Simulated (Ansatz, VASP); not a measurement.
**Pb: VASP beside Ansatz**

```xyz
2
Lattice="1.7698 -3.0654 0.0000 1.7698 3.0654 0.0000 0.0000 0.0000 5.8709" Properties=species:S:1:pos:R:3 pbc="T T T"
Pb    1.7698   -1.0218    1.4677
Pb    1.7698    1.0218    4.4032
```

Alike in both runs: task single point; functional PBE; k mesh 12 × 12 × 6; occupations fermi-dirac, width 0.08 eV; no spin polarisation.

|  | VASP | Ansatz |
| --- | --- | --- |
| version | VASP 6.6.1 | Ansatz 0.2.0 |
| potentials or method | VASP PAW PBE potentials, release 64 (Pb_d), cutoff 520 eV | all-electron LAPW, scalar-relativistic |

|  | VASP | Ansatz | Ansatz less VASP |
| --- | --- | --- | --- |
| pressure (GPa) | -0.1 | 0.0 | +0.05 |
| traceless stress, the component that is largest in VASP (GPa) | -0.19 | -0.19 | 0.000 |

Ansatz ran all-electron here, and VASP with PAW potentials.

Neither program's run includes spin-orbit coupling.
